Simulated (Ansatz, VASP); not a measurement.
# Te: VASP beside Ansatz

```
Te
1.0
     3.09566    0.00000    0.00000
     0.00000    3.09566    0.00000
     0.00000    0.00000    3.09566
Te
1
Cartesian
  0.0000 0.0000 0.0000
```

Alike in both runs: task single point; functional RPBE; k mesh 11 × 11 × 11; occupations fermi-dirac, width 0.1 eV; no spin polarisation.

|  | VASP | Ansatz |
| --- | --- | --- |
| version | VASP 6.6.1 | Ansatz 0.2.0 |
| potentials or method | VASP PAW PBE potentials, release 64 (Te), cutoff 520 eV | plane waves (420 eV) with PAW, scalar-relativistic |
| valence electrons in the cell | 6 | 16 |

|  | VASP | Ansatz | Ansatz less VASP |
| --- | --- | --- | --- |
| pressure (GPa) | 7.8 | 7.8 | +0.07 |

VASP's potentials were made for PBE, not for RPBE. VASP's potentials hold 6 valence electrons a cell and Ansatz's 16, so a difference there can come from the potentials and not from the codes.

Spin-orbit coupling is off throughout.
